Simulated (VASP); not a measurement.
# Mg (P6_3/mmc) in VASP: further runs

The runs below take Mg through single point, relaxation of cell and atoms, with PBEsol.

Everything below comes from runs of VASP 6.6.1. Logs are shortened: lines on timing, memory, paths and dates and some standing lists are left out, and cuts for length are marked.

## 1. The cell of the first run

It takes space group P6_3/mmc (No. 194, hexagonal). The conventional cell has a = 3.129 Å, b = 3.129 Å, c = 5.354 Å, α = 90.00°, β = 90.00°, γ = 120.00°. Within 4.1 Å of Mg (site symmetry -6m2) lie 12 Mg at 3.13 to 3.23 Å.

## 2. Single point, PBEsol

INCAR reads:

```
PREC = Accurate ; ENCUT = 520
EDIFF = 1E-7 ; ISMEAR = 0
SIGMA = 0.05 ; LREAL = F
LASPH = T ; NELM = 80
ALGO = Normal ; ISIF = 2
LWAVE = F ; LCHARG = F
GGA = PS ; NBANDS = 9
```

KPOINTS reads:

```
Automatic mesh
0
Gamma
  7 7 4
```

POSCAR reads:

```
Mg
1.0
    3.1287986910      0.0000000000      0.0000000000
   -1.5643993455      2.7096191498      0.0000000000
    0.0000000000      0.0000000000      5.3540883474
Mg
2
Direct
    0.3333333333      0.6666666667      0.2500000000
    0.6666666667      0.3333333333      0.7500000000
```

Potentials or basis: VASP PAW PBE potentials, release 64 (Mg).

The run is started by

```bash
$ cat potpaw_PBE.64/Mg/POTCAR > POTCAR
$ mpirun -np 1 vasp_std > vasp.out
```

OUTCAR:

```text
PREC = Accurate
   ENCUT = 520
   EDIFF = 1E-7
   ISMEAR = 0
   LREAL = F
   LASPH = T
   NELM = 80
   ISIF = 2
   GGA = PS

 ion  position               nearest neighbor table
   1  0.333  0.667  0.250-   2 3.23   2 3.23   2 3.23   2 3.23   2 3.23   2 3.23
   2  0.667  0.333  0.750-   1 3.23   1 3.23   1 3.23   1 3.23   1 3.23   1 3.23

  LATTYP: Found a hexagonal cell.
 ALAT       =     3.1287986910
 C/A-ratio  =     1.7112281346

  Lattice vectors:

 A1 = (   3.1287986910,   0.0000000000,   0.0000000000)
 A2 = (  -1.5643993455,   2.7096191498,   0.0000000000)
 A3 = (   0.0000000000,   0.0000000000,   5.3540883474)

Analysis of symmetry for initial positions (statically):
=====================================================================
 Subroutine PRICEL returns:
 Original cell was already a primitive cell.

 Routine SETGRP: Setting up the symmetry group for a
 hexagonal supercell.

 Subroutine GETGRP returns: Found 24 space group operations
 (whereof 12 operations were pure point group operations)
 out of a pool of 24 trial point group operations.

The static configuration has the point symmetry D_3d.
 The point group associated with its full space group is D_6h.

Analysis of symmetry for dynamics (positions and initial velocities):
=====================================================================
 Subroutine PRICEL returns:
 Original cell was already a primitive cell.

 Routine SETGRP: Setting up the symmetry group for a
 hexagonal supercell.

 Subroutine GETGRP returns: Found 24 space group operations
 (whereof 12 operations were pure point group operations)
 out of a pool of 24 trial point group operations.

The dynamic configuration has the point symmetry D_3d.
 The point group associated with its full space group is D_6h.

 Subroutine INISYM returns: Found 24 space group operations
 (whereof 12 operations are pure point group operations),
 and found     1 'primitive' translations

----------------------------------------------------------------------------------------

                                     Primitive cell

  volume of cell :      45.3912

  direct lattice vectors                    reciprocal lattice vectors
     3.128798691  0.000000000  0.000000000     0.319611486  0.184527778  0.000000000
    -1.564399346  2.709619150  0.000000000     0.000000000  0.369055555  0.000000000
     0.000000000  0.000000000  5.354088347     0.000000000  0.000000000  0.186773160

  length of vectors
     3.128798691  3.128798691  5.354088347     0.369055555  0.369055555  0.186773160
[... 86 lines left out ...]
   ISIF   =      2    stress and relaxation
   ISYM   =      2    0-nonsym 1-usesym 2-fastsym
   POTIM  = 0.5000    time-step for ionic-motion
   TEBEG  =    0.0;   TEEND  =   0.0 temperature during run
   PSTRESS=    0.0 pullay stress
   NELECT =       4.0000    total number of electrons
   NUPDOWN=      -1.0000    fix difference up-down
   EMIN   =  10.00;   EMAX   =-10.00  energy-range for DOS
   EFERMI =   0.00;   METHOD = LEGACY
   ISMEAR =     0;   SIGMA  =   0.05  broadening in eV -4-tet -1-fermi 0-gaus
   EFERMI_NEDOS =   21; number of points for ismear=-14 and -15
   IALGO  =     38    algorithm
   IMIX   =      4    mixing-type and parameters
     AMIX     =   0.40;   BMIX     =  1.00
     AMIX_MAG =   1.60;   BMIX_MAG =  1.00
  volume/ion in A,a.u.               =      22.70       153.16
  Fermi-wavevector in a.u.,A,eV,Ry     =   0.728514  1.376691  7.221049  0.530732
  Thomas-Fermi vector in A             =   1.820006
   LORBIT       =      0    0 simple, 1 ext, 2 COOP (PROOUT), +10 PAW based schemes
   GGA     = PS    functional components
   LHFCALC =     F    Hartree Fock is set to
   AEXX    =    0.0000 exact exchange contribution
   IVDW    =     0    specifies the selected vdW correction
   LEPSILON=     F    determine dielectric tensor
   LRPA    =     F    only Hartree local field effects (RPA)
 non-spin polarized calculation
 Gauss-broadening in eV      SIGMA  =   0.05
  energy-cutoff  :      520.00
  volume of cell :       45.39
 maximum number of plane-waves:      1238
 NGX is ok and might be reduce to    24
   NGX = 11   NGY = 11   NGZ = 19

 number of electron       4.0000000 magnetization

 Free energy of the ion-electron system (eV)
  ---------------------------------------------------
  ext. energy  EPLUGINS =         0.00000000
  ---------------------------------------------------
  free energy    TOTEN  =        -3.47960401 eV

  energy without entropy =       -3.47882340  energy(sigma->0) =       -3.47921371

 E-fermi :   2.6487     XC(G=0):  -8.5685

 val. band max:        2.6012744206   @ k =   0.4286   0.1429   0.5000
 cond. band min:       2.7366040629   @ k =   0.4286  -0.0000   0.2500
 fundamental gap:      0.1353296423
 Fermi energy:         2.6487229104

 k-point     1 :       0.0000    0.0000    0.0000
  band No.  band energies     occupation
      1      -4.3274      2.00000
      2       0.6888      2.00000
      3       0.9336      2.00000
      4      14.0036      0.00000
      5      14.2063      0.00000
      6      14.2063      0.00000
      7      14.4717      0.00000
      8      14.4717      0.00000
      9      15.7785      0.00000
[... 265 lines left out ...]
 k-point    24 :       0.2857    0.2857    0.5000
  band No.  band energies     occupation
      1       1.7722      2.00000
      2       1.7722      2.00000
      3       4.2062      0.00000
      4       4.2062      0.00000
      5       5.1816      0.00000
      6       5.1816      0.00000
      7      11.8023      0.00000
      8      11.8023      0.00000
      9      14.0554      0.00000

------------------------ aborting loop because EDIFF is reached ----------------------------------------

  FORCE on cell =-STRESS in cart. coord.  units (eV):
  Direction    XX          YY          ZZ          XY          YZ          ZX
  --------------------------------------------------------------------------------------
  -------------------------------------------------------------------------------------
  Total       -0.0119237     -0.0119237     -0.0161718      0.0000000      0.0000000     -0.0000000
  in kB       -0.4208732     -0.4208732     -0.5708164      0.0000000      0.0000000     -0.0000000
  external PRESSURE =      -0.4708543 kB  Pullay stress =       0.0000000 kB

 VOLUME and BASIS-vectors are now :
 -----------------------------------------------------------------------------
  energy-cutoff  :      520.00
  volume of cell :       45.39
      direct lattice vectors                 reciprocal lattice vectors
     3.128798691  0.000000000  0.000000000     0.319611486  0.184527778  0.000000000
    -1.564399346  2.709619150  0.000000000     0.000000000  0.369055555  0.000000000
     0.000000000  0.000000000  5.354088347     0.000000000  0.000000000  0.186773160

 POSITION                                       TOTAL-FORCE (eV/Angst)
 -----------------------------------------------------------------------------------
     -0.00000      1.80641      1.33852         0.000000     -0.000000      0.000000
      1.56440      0.90321      4.01557        -0.000000      0.000000      0.000000
 -----------------------------------------------------------------------------------
    total drift:                                0.000000     -0.000000      0.000000

  FREE ENERGIE OF THE ION-ELECTRON SYSTEM (eV)
  ---------------------------------------------------
  free  energy   TOTEN  =        -3.4796040149 eV

  energy  without entropy=       -3.4788233990  energy(sigma->0) =       -3.47921371
```

OSZICAR:

```text
N       E                     dE             d eps       ncg     rms          rms(c)
DAV:   1    -0.951807399064E+00   -0.95181E+00   -0.13780E+03   432   0.325E+02
DAV:   2    -0.346256680909E+01   -0.25108E+01   -0.23853E+01   581   0.258E+01
DAV:   3    -0.349861008127E+01   -0.36043E-01   -0.36006E-01   610   0.260E+00
DAV:   4    -0.349870871545E+01   -0.98634E-04   -0.98632E-04   538   0.130E-01
DAV:   5    -0.349870910648E+01   -0.39103E-06   -0.39101E-06   547   0.769E-03    0.932E-01
DAV:   6    -0.348865099900E+01    0.10058E-01   -0.60114E-04   478   0.152E-01    0.594E-01
DAV:   7    -0.347960004127E+01    0.90510E-02   -0.24208E-03   471   0.276E-01    0.302E-02
DAV:   8    -0.347960432328E+01   -0.42820E-05   -0.18921E-05   619   0.258E-02    0.590E-03
DAV:   9    -0.347960415780E+01    0.16548E-06   -0.78765E-07   487   0.389E-03    0.541E-04
DAV:  10    -0.347960403042E+01    0.12737E-06   -0.33463E-09   323   0.324E-04    0.137E-04
DAV:  11    -0.347960401492E+01    0.15502E-07   -0.35695E-10   254   0.121E-04
   1 F= -.34796040E+01 E0= -.34792137E+01  d E =-.780616E-03
```

stdout:

```text
POSCAR found type information on POSCAR Mg
 POSCAR found :  1 types and       2 ions
 scaLAPACK will be used
 -----------------------------------------------------------------------------
|                                                                             |
|                                                                             |
|     You enforced a specific xc type in the INCAR file but a different       |
|     I HOPE YOU KNOW WHAT YOU ARE DOING!                                     |
|                                                                             |
 -----------------------------------------------------------------------------

 LDA part: xc-table for (Slater+PW92), standard interpolation
 POSCAR, INCAR and KPOINTS ok, starting setup
 FFT: planning ... GRIDC
 FFT: planning ... GRID_SOFT
 FFT: planning ... GRID
 WAVECAR not read
 entering main loop
```

Wall time 6.8 s (1 thread of AMD EPYC 7R13 (Zen 3), shared host); peak memory 0.12 GiB.

What came out:

- Free energy: -3.4796 eV
- Pressure: 0.0 GPa
- Band gap on the k mesh: zero (band 2 reaches 3.35 eV, above the bottom of band 3 at 0.93 eV)

Caveat: the PAW data sets were made with another functional, which shifts forces and pressure a little.

## 3. Relaxation of cell and atoms, PBEsol

This run uses another cell than the first one, of 23.24 Å³/atom, 1.024 times its volume.

INCAR reads:

```
SYSTEM = Mg
ALGO     = Normal         ! electronic algorithm
EDIFF    = 1E-6           ! SCF threshold, eV
EDIFFG   = -0.01          ! ionic threshold
ENCUT    = 600            ! plane-wave cutoff, eV
GGA      = PS             ! functional
IBRION   = 2              ! ionic algorithm
ISIF     = 3              ! what is computed and relaxed
ISMEAR   = 0              ! smearing method
LASPH    = .TRUE.         ! aspherical terms in the spheres
LCHARG   = .FALSE.        ! write CHGCAR
LREAL    = .FALSE.        ! projectors in reciprocal space
LWAVE    = .FALSE.        ! write WAVECAR
NELM     = 80             ! most SCF steps
NSW      = 80             ! ionic steps
PREC     = Accurate       ! precision mode
SIGMA    = 0.05           ! smearing width, eV
```

KPOINTS reads:

```
k-points
0
G
  7 7 4
  0 0 0
```

POSCAR reads:

```
Mg
1.0
    3.2093000000      0.0000000000      0.0000000000
   -1.6046500000      2.7793353300      0.0000000000
    0.0000000000      0.0000000000      5.2103000000
Mg
2
Direct
    0.3333333333      0.6666666667      0.2500000000
    0.6666666667      0.3333333333      0.7500000000
```

Potentials or basis: VASP PAW PBE potentials, release 64 (Mg).

The run is started by

```bash
$ cat potpaw_PBE.64/Mg/POTCAR > POTCAR
$ mpirun -np 1 vasp_std > vasp.out
```

Run time: 46 s. Hardware: 1 thread of AMD EPYC 7R13 (Zen 3), shared host; peak memory 0.15 GiB.

Results (log left out):

```yaml
Free_energy: -3.4798 eV
Relaxed_volume: 22.66 Å³/atom
Relaxed_cell: a = 3.128 Å, b = 3.128 Å, c = 5.349 Å, α = 90.00°, β = 90.00°, γ = 120.00°
Space_group_after_relaxing_to_0.05_Å: P6_3/mmc (No. 194)
Energy_gained_by_relaxing: 8.2 meV/atom
Ionic_steps: 9
Pressure_after_relaxing: 0.0 GPa
Band_gap_on_the_k_mesh: zero (band 2 reaches 3.36 eV, above the bottom of band 3 at 0.95 eV)
```

Step by step:
```csv
step,energy change (eV),largest force (eV/Å),pressure (GPa),volume (Å³)
1,0.0000,0.0000,-0.98,46.47
2,-0.0117,0.0000,-0.26,45.52
3,-0.0127,0.0000,-0.01,45.24
4,-0.0141,0.0000,0.53,44.67
5,-0.0043,0.0000,1.72,43.54
6,-0.0142,0.0000,0.59,44.62
7,-0.0163,0.0000,0.21,45.10
8,-0.0163,0.0000,0.18,45.13
9,-0.0164,0.0000,0.01,45.32
```

Final structure:
```
CELL_PARAMETERS angstrom
3.12774 0.00000 0.00000
-1.56387 2.70870 0.00000
0.00000 0.00000 5.34946
ATOMIC_POSITIONS crystal
Mg 0.33333 0.66667 0.25000
Mg 0.66667 0.33333 0.75000
```

Levels at points of the mesh, in eV from the Fermi level:
```tsv
k point	band 1	band 2	band 3	band 4	band 5	band 6
(0.00, 0.00, 0.00)	-6.98	-1.96	-1.71	11.37	11.56	11.56
(0.00, 0.00, 0.50)	-5.67	-5.67	4.30	4.30	12.25	12.25
```

Caveat: the PAW data sets were made with another functional, which shifts forces and pressure a little.
